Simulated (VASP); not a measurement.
# K (I4/mmm) in VASP: a series of runs, part 2 of 3

VASP 6.6.1. Earlier steps stand in the parts before.

## Step 4: Single point, PBEsol (strain +0.050 along x and y, -0.050 along z)

INCAR reads:

```
ALGO = Fast ; EDIFF = 1E-6
ENCUT = 520 ; GGA = PS
ISIF = 2 ; ISMEAR = 0
LASPH = T ; LCHARG = F
LREAL = F ; LWAVE = F
NBANDS = 10 ; NELM = 80
PREC = Accurate ; SIGMA = 0.15
```

KPOINTS reads:

```
k-points
0
Gamma
  14 14 14
```

POSCAR reads:

```
K
1.0
   -2.7489000000      2.7489000000      2.4871000000
    2.7489000000     -2.7489000000      2.4871000000
    2.7489000000      2.7489000000     -2.4871000000
K
1
Direct
    0.0000000000      0.0000000000      0.0000000000
```

Potentials or basis: VASP PAW PBE potentials, release 64 (K_sv).

On the command line:

```sh
$ cat potpaw_PBE.64/K_sv/POTCAR > POTCAR
$ mpirun -np 1 vasp_std > vasp.out
```

OUTCAR:

```text
EDIFF = 1E-6
   ENCUT = 520
   GGA = PS
   ISIF = 2
   ISMEAR = 0
   LASPH = T
   LREAL = F
   NELM = 80
   PREC = Accurate

 ion  position               nearest neighbor table
   1  0.000  0.000  0.000-

  LATTYP: Found a body centered tetragonal cell.
 ALAT       =     5.4978000000
 C/A-ratio  =     0.9047619048

  Lattice vectors:

 A1 = (  -2.7489000000,   2.7489000000,   2.4871000000)
 A2 = (   2.7489000000,  -2.7489000000,   2.4871000000)
 A3 = (   2.7489000000,   2.7489000000,  -2.4871000000)

Analysis of symmetry for initial positions (statically):
=====================================================================
 Subroutine PRICEL returns:
 Original cell was already a primitive cell.

 Routine SETGRP: Setting up the symmetry group for a
 body centered tetragonal supercell.

 Subroutine GETGRP returns: Found 16 space group operations
 (whereof 16 operations were pure point group operations)
 out of a pool of 16 trial point group operations.

The static configuration has the point symmetry D_4h.

Analysis of symmetry for dynamics (positions and initial velocities):
=====================================================================
 Subroutine PRICEL returns:
 Original cell was already a primitive cell.

 Routine SETGRP: Setting up the symmetry group for a
 body centered tetragonal supercell.

 Subroutine GETGRP returns: Found 16 space group operations
 (whereof 16 operations were pure point group operations)
 out of a pool of 16 trial point group operations.

The dynamic configuration has the point symmetry D_4h.

 Subroutine INISYM returns: Found 16 space group operations
 (whereof 16 operations are pure point group operations),
 and found     1 'primitive' translations

----------------------------------------------------------------------------------------

                                     Primitive cell

  volume of cell :      75.1746

  direct lattice vectors                    reciprocal lattice vectors
    -2.748900000  2.748900000  2.487100000     0.000000000  0.181890938  0.201037353
     2.748900000 -2.748900000  2.487100000     0.181890938  0.000000000  0.201037353
     2.748900000  2.748900000 -2.487100000     0.181890938  0.181890938  0.000000000

  length of vectors
     4.615037251  4.615037251  4.615037251     0.271109444  0.271109444  0.257232632

  position of ions in fractional coordinates (direct lattice)
     0.000000000  0.000000000  0.000000000

  ion indices of the primitive-cell ions
   primitive index   ion index
                 1           1

----------------------------------------------------------------------------------------

 KPOINTS: k-points

Automatic generation of k-mesh.
 Grid dimensions read from file:
 generate k-points for:   14   14   14

 Generating k-lattice:

  Cartesian coordinates                     Fractional coordinates (reciprocal lattice)
     0.000000000  0.012992210  0.014359811     0.071428571  0.000000000  0.000000000
     0.012992210  0.000000000  0.014359811     0.000000000  0.071428571  0.000000000
     0.012992210  0.012992210  0.000000000     0.000000000  0.000000000  0.071428571

  Length of vectors
     0.019364960  0.019364960  0.018373759

  Shift w.r.t. Gamma in fractional coordinates (k-lattice)
     0.000000000  0.000000000  0.000000000

 Subroutine IBZKPT returns following result:
 ===========================================

 Found    244 irreducible k-points:

 Following reciprocal coordinates:
            Coordinates               Weight
  0.000000  0.000000  0.000000      1.000000
  0.071429  0.000000  0.000000      8.000000
  0.142857 -0.000000  0.000000      8.000000
  0.214286 -0.000000  0.000000      8.000000
  0.285714  0.000000  0.000000      8.000000
  0.357143 -0.000000  0.000000      8.000000
[... 16 lines left out ...]
  0.214286  0.142857 -0.000000     16.000000
  0.285714  0.142857 -0.000000     16.000000
 [... further k-points ...]
   k-points           NKPTS =    244   k-points in BZ     NKDIM =    244   number of bands    NBANDS=     10
   number of dos      NEDOS =    301   number of ions     NIONS =      1
   total plane-waves  NPLWV =  46656
   dimension x,y,z NGX =    36 NGY =   36 NGZ =   36
   dimension x,y,z NGXF=    72 NGYF=   72 NGZF=   72
   ions per type =               1
   NGX,Y,Z   is equivalent  to a cutoff of  12.97, 12.97, 12.97 a.u.
   NGXF,Y,Z  is equivalent  to a cutoff of  25.94, 25.94, 25.94 a.u.
 SYSTEM =  unknown system
   PREC   = accura    normal or accurate (medium, high low for compatibility)
   ISTART =      0    job   : 0-new  1-cont  2-samecut
   ICHARG =      2    charge: 1-file 2-atom 10-const
   ISPIN  =      1    spin polarized calculation?
   LNONCOLLINEAR =      F non collinear calculations
   LSORBIT =      F    spin-orbit coupling
   LASPH  =      T    aspherical Exc in radial PAW
   ENCUT  =  520.0 eV  38.22 Ry    6.18 a.u.   8.58  8.58  8.58*2*pi/ulx,y,z
   NELM   =     80;   NELMIN=  2; NELMDL= -5     # of ELM steps
   EDIFF  = 0.1E-05   stopping-criterion for ELM
   LREAL  =      F    real-space projection
   EDIFFG = 0.1E-04   stopping-criterion for IOM
   NSW    =      0    number of steps for IOM
   IBRION =     -1    ionic relax: 0-MD 1-quasi-New 2-CG
   NFREE  =      0    steps in history (QN), initial steepest desc. (CG)
   ISIF   =      2    stress and relaxation
   ISYM   =      2    0-nonsym 1-usesym 2-fastsym
   POTIM  = 0.5000    time-step for ionic-motion
   TEBEG  =    0.0;   TEEND  =   0.0 temperature during run
   PSTRESS=    0.0 pullay stress
   NELECT =       9.0000    total number of electrons
   NUPDOWN=      -1.0000    fix difference up-down
   EMIN   =  10.00;   EMAX   =-10.00  energy-range for DOS
   EFERMI =   0.00;   METHOD = LEGACY
   ISMEAR =     0;   SIGMA  =   0.15  broadening in eV -4-tet -1-fermi 0-gaus
   EFERMI_NEDOS =   21; number of points for ismear=-14 and -15
   IALGO  =     68    algorithm
   IMIX   =      4    mixing-type and parameters
     AMIX     =   0.40;   BMIX     =  1.00
     AMIX_MAG =   1.60;   BMIX_MAG =  1.00
  volume/ion in A,a.u.               =      75.17       507.30
  Fermi-wavevector in a.u.,A,eV,Ry     =   0.806861  1.524746  8.857724  0.651024
  Thomas-Fermi vector in A             =   1.915372
   LORBIT       =      0    0 simple, 1 ext, 2 COOP (PROOUT), +10 PAW based schemes
   GGA     = PS    functional components
   LHFCALC =     F    Hartree Fock is set to
   AEXX    =    0.0000 exact exchange contribution
   IVDW    =     0    specifies the selected vdW correction
   LEPSILON=     F    determine dielectric tensor
   LRPA    =     F    only Hartree local field effects (RPA)
 non-spin polarized calculation
 RMM-DIIS sequential band-by-band and
 Gauss-broadening in eV      SIGMA  =   0.15
  energy-cutoff  :      520.00
  volume of cell :       75.17
 maximum number of plane-waves:      2050
   NGX = 17   NGY = 17   NGZ = 17

 number of electron       9.0000000 magnetization

 Free energy of the ion-electron system (eV)
  ---------------------------------------------------
  ext. energy  EPLUGINS =         0.00000000
  ---------------------------------------------------
  free energy    TOTEN  =        -1.13362352 eV

  energy without entropy =       -1.12485522  energy(sigma->0) =       -1.12923937

 E-fermi :  -0.2086     XC(G=0):  -5.6421

 val. band max:       -0.2112490563   @ k =  -0.2857  -0.2857   0.2143
 cond. band min:      -0.1754610884   @ k =  -0.3571   0.3571   0.2857
 fundamental gap:      0.0357879679
 Fermi energy:        -0.2085638734

 k-point     1 :       0.0000    0.0000    0.0000
  band No.  band energies     occupation
      1     -32.2222      2.00000
      2     -15.7337      2.00000
      3     -15.7332      2.00000
      4     -15.7332      2.00000
      5      -2.3398      2.00000
      6       3.7393      0.00000
      7       4.2645      0.00000
      8       4.2645      0.00000
      9       4.6213      0.00000
     10       5.2897      0.00000
[... 287 lines left out ...]
 k-point    24 :       0.2857    0.1429   -0.0000
  band No.  band energies     occupation
      1     -32.2188      2.00000
      2     -15.7859      2.00000
      3     -15.7527      2.00000
      4     -15.7405      2.00000
      5      -0.6066      1.99982
      6       1.8180      0.00000
      7       2.6286      0.00000
      8       4.4930      0.00000
      9       4.8536      0.00000
     10       5.5961      0.00000

 [... further k-points ...]

------------------------ aborting loop because EDIFF is reached ----------------------------------------

  FORCE on cell =-STRESS in cart. coord.  units (eV):
  Direction    XX          YY          ZZ          XY          YZ          ZX
  --------------------------------------------------------------------------------------
  -------------------------------------------------------------------------------------
  Total       -0.1095158     -0.1095158     -0.0557207      0.0000000     -0.0000000      0.0000000
  in kB       -2.3340829     -2.3340829     -1.1875614      0.0000000     -0.0000000      0.0000000
  external PRESSURE =      -1.9519090 kB  Pullay stress =       0.0000000 kB

 VOLUME and BASIS-vectors are now :
 -----------------------------------------------------------------------------
  energy-cutoff  :      520.00
  volume of cell :       75.17
      direct lattice vectors                 reciprocal lattice vectors
    -2.748900000  2.748900000  2.487100000     0.000000000  0.181890938  0.201037353
     2.748900000 -2.748900000  2.487100000     0.181890938  0.000000000  0.201037353
     2.748900000  2.748900000 -2.487100000     0.181890938  0.181890938  0.000000000

 POSITION                                       TOTAL-FORCE (eV/Angst)
 -----------------------------------------------------------------------------------
      0.00000      0.00000      0.00000         0.000000     -0.000000      0.000000
 -----------------------------------------------------------------------------------
    total drift:                               -0.000000      0.000000      0.000000

  FREE ENERGIE OF THE ION-ELECTRON SYSTEM (eV)
  ---------------------------------------------------
  free  energy   TOTEN  =        -1.1336235183 eV

  energy  without entropy=       -1.1248552209  energy(sigma->0) =       -1.12923937
```

OSZICAR:

```text
N       E                     dE             d eps       ncg     rms          rms(c)
DAV:   1     0.469112986926E+02    0.46911E+02   -0.35254E+03  4880   0.683E+02
DAV:   2     0.548472454558E+00   -0.46363E+02   -0.45750E+02  5266   0.191E+02
DAV:   3    -0.107931748585E+01   -0.16278E+01   -0.16205E+01  7618   0.289E+01
DAV:   4    -0.113422035468E+01   -0.54903E-01   -0.54732E-01  6656   0.454E+00
DAV:   5    -0.113557662049E+01   -0.13563E-02   -0.13561E-02  7394   0.508E-01    0.187E+00
RMM:   6    -0.113392333445E+01    0.16533E-02   -0.23464E-03  6717   0.346E-01    0.123E+00
RMM:   7    -0.113353907661E+01    0.38426E-03   -0.55253E-03  7066   0.469E-01    0.816E-02
RMM:   8    -0.113358888957E+01   -0.49813E-04   -0.86452E-04  7655   0.267E-01    0.312E-02
RMM:   9    -0.113362003948E+01   -0.31150E-04   -0.11174E-04  7933   0.764E-02    0.151E-02
RMM:  10    -0.113362173761E+01   -0.16981E-05   -0.42243E-05  8101   0.402E-02    0.553E-03
RMM:  11    -0.113362282117E+01   -0.10836E-05   -0.78107E-06  7743   0.156E-02    0.418E-03
RMM:  12    -0.113362351831E+01   -0.69714E-06   -0.30686E-06  6733   0.909E-03
   1 F= -.11336235E+01 E0= -.11292394E+01  d E =-.876830E-02
```

stdout:

```text
POSCAR found type information on POSCAR K
 POSCAR found :  1 types and       1 ions
 scaLAPACK will be used
 -----------------------------------------------------------------------------
|                                                                             |
|                                                                             |
|     You enforced a specific xc type in the INCAR file but a different       |
|     I HOPE YOU KNOW WHAT YOU ARE DOING!                                     |
|                                                                             |
 -----------------------------------------------------------------------------

 LDA part: xc-table for (Slater+PW92), standard interpolation
 POSCAR, INCAR and KPOINTS ok, starting setup
 FFT: planning ... GRIDC
 FFT: planning ... GRID_SOFT
 FFT: planning ... GRID
 WAVECAR not read
 entering main loop
```

Run time: 79 s. Hardware: 1 thread of Intel Xeon 6975P-C (Granite Rapids), shared host; peak memory 0.32 GiB.

What came out:

```yaml
Free_energy: -1.1336 eV
Pressure: -0.2 GPa
Band_gap_on_the_k_mesh: zero (an odd number of electrons rules out a gap without spin polarisation)
```

Levels at points of the mesh, in eV from the Fermi level:
```tsv
k point	band 2	band 3	band 4	band 5	band 6	band 7	band 8	band 9
(0.00, 0.00, 0.00)	-15.53	-15.52	-15.52	-2.13	3.95	4.47	4.47	4.83
(0.50, 0.00, 0.00)	-15.59	-15.55	-15.53	0.52	0.77	2.98	4.86	5.68
(0.50, 0.50, 0.00)	-15.59	-15.54	-15.52	0.29	0.51	3.56	4.60	5.48
(0.50, 0.50, 0.50)	-15.57	-15.57	-15.56	1.53	1.81	3.04	3.04	4.20
```

Caveat: the cell differs from its parent crystal (strain +0.050 along x and y, -0.050 along z); the PAW data sets were made with another functional, which shifts forces and pressure a little.

## Step 5: Single point, PBEsol (strain +0.050 along x and y, -0.025 along z)

INCAR reads:

```
SYSTEM = K
ALGO = Fast
EDIFF = 1E-6
ENCUT = 520
GGA = PS
ISIF = 2
ISMEAR = 0
LASPH = .TRUE.
LCHARG = .FALSE.
LREAL = .FALSE.
LWAVE = .FALSE.
NBANDS = 10
NELM = 60
PREC = Accurate
SIGMA = 0.15
```

KPOINTS reads:

```
k-points
0
G
  14 14 14
  0 0 0
```

POSCAR reads:

```
K
1.0
   -2.7489000000      2.7489000000      2.5525500000
    2.7489000000     -2.7489000000      2.5525500000
    2.7489000000      2.7489000000     -2.5525500000
K
1
Direct
    0.0000000000      0.0000000000      0.0000000000
```

Potentials or basis: VASP PAW PBE potentials, release 64 (K_sv).

On the command line:

```sh
$ cat potpaw_PBE.64/K_sv/POTCAR > POTCAR
$ mpirun -np 1 vasp_std > vasp.out
```

OUTCAR:

```text
SYSTEM = K
   EDIFF = 1E-6
   ENCUT = 520
   GGA = PS
   ISIF = 2
   ISMEAR = 0
   LASPH = .TRUE.
   LREAL = .FALSE.
   NELM = 60
   PREC = Accurate

 ion  position               nearest neighbor table
   1  0.000  0.000  0.000-

  LATTYP: Found a body centered tetragonal cell.
 ALAT       =     5.4978000000
 C/A-ratio  =     0.9285714286

  Lattice vectors:

 A1 = (  -2.7489000000,   2.7489000000,   2.5525500000)
 A2 = (   2.7489000000,  -2.7489000000,   2.5525500000)
 A3 = (   2.7489000000,   2.7489000000,  -2.5525500000)

Analysis of symmetry for initial positions (statically):
=====================================================================
 Subroutine PRICEL returns:
 Original cell was already a primitive cell.

 Routine SETGRP: Setting up the symmetry group for a
 body centered tetragonal supercell.

 Subroutine GETGRP returns: Found 16 space group operations
 (whereof 16 operations were pure point group operations)
 out of a pool of 16 trial point group operations.

The static configuration has the point symmetry D_4h.

Analysis of symmetry for dynamics (positions and initial velocities):
[... 164 lines left out ...]

 k-point     1 :       0.0000    0.0000    0.0000
  band No.  band energies     occupation
      1     -32.2931      2.00000
      2     -15.8058      2.00000
      3     -15.8055      2.00000
      4     -15.8055      2.00000
      5      -2.3563      2.00000
      6       3.7461      0.00000
      7       4.1232      0.00000
      8       4.1232      0.00000
      9       4.6230      0.00000
     10       5.1095      0.00000
[... 287 lines left out ...]
 k-point    24 :       0.2857    0.1429    0.0000
  band No.  band energies     occupation
      1     -32.2901      2.00000
      2     -15.8527      2.00000
      3     -15.8234      2.00000
      4     -15.8111      2.00000
      5      -0.6825      1.99993
      6       1.7384      0.00000
      7       2.5857      0.00000
      8       4.3963      0.00000
      9       4.7663      0.00000
     10       5.4328      0.00000

 [... further k-points ...]

------------------------ aborting loop because EDIFF is reached ----------------------------------------

  FORCE on cell =-STRESS in cart. coord.  units (eV):
  Direction    XX          YY          ZZ          XY          YZ          ZX
  --------------------------------------------------------------------------------------
  -------------------------------------------------------------------------------------
  Total       -0.1417517     -0.1417517     -0.1074743      0.0000000     -0.0000000      0.0000000
  in kB       -2.9436540     -2.9436540     -2.2318395      0.0000000     -0.0000000      0.0000000
  external PRESSURE =      -2.7063825 kB  Pullay stress =       0.0000000 kB

 VOLUME and BASIS-vectors are now :
 -----------------------------------------------------------------------------
  energy-cutoff  :      520.00
  volume of cell :       77.15
      direct lattice vectors                 reciprocal lattice vectors
    -2.748900000  2.748900000  2.552550000     0.000000000  0.181890938  0.195882549
     2.748900000 -2.748900000  2.552550000     0.181890938  0.000000000  0.195882549
     2.748900000  2.748900000 -2.552550000     0.181890938  0.181890938  0.000000000

 POSITION                                       TOTAL-FORCE (eV/Angst)
 -----------------------------------------------------------------------------------
      0.00000      0.00000      0.00000         0.000000      0.000000     -0.000000
 -----------------------------------------------------------------------------------
    total drift:                               -0.000000      0.000000      0.000000

  FREE ENERGIE OF THE ION-ELECTRON SYSTEM (eV)
  ---------------------------------------------------
  free  energy   TOTEN  =        -1.1316238728 eV

  energy  without entropy=       -1.1227269984  energy(sigma->0) =       -1.12717544
```

stdout:

```text
POSCAR found type information on POSCAR K
 POSCAR found :  1 types and       1 ions
 scaLAPACK will be used
 -----------------------------------------------------------------------------
|                                                                             |
|                                                                             |
|     You enforced a specific xc type in the INCAR file but a different       |
|     I HOPE YOU KNOW WHAT YOU ARE DOING!                                     |
|                                                                             |
 -----------------------------------------------------------------------------

 LDA part: xc-table for (Slater+PW92), standard interpolation
 POSCAR, INCAR and KPOINTS ok, starting setup
 FFT: planning ... GRIDC
 FFT: planning ... GRID_SOFT
 FFT: planning ... GRID
 WAVECAR not read
 entering main loop
WARNING in EDDRMM: call to ZHEGV failed, returncode =   8  4      7
WARNING in EDDRMM: call to ZHEGV failed, returncode =   6  3      5
WARNING in EDDRMM: call to ZHEGV failed, returncode =   8  4      8
```

It took 75 s on 1 thread of Intel Xeon 6975P-C (Granite Rapids), shared host; peak memory 0.32 GiB.

Results:

```
Free energy            : -1.1316 eV
Pressure               : -0.3 GPa
Band gap on the k mesh : zero (an odd number of electrons rules out a gap without spin polarisation)
```

Caveat: the cell differs from its parent crystal (strain +0.050 along x and y, -0.025 along z); the PAW data sets were made with another functional, which shifts forces and pressure a little.

(Continued in part 3 of 3.)
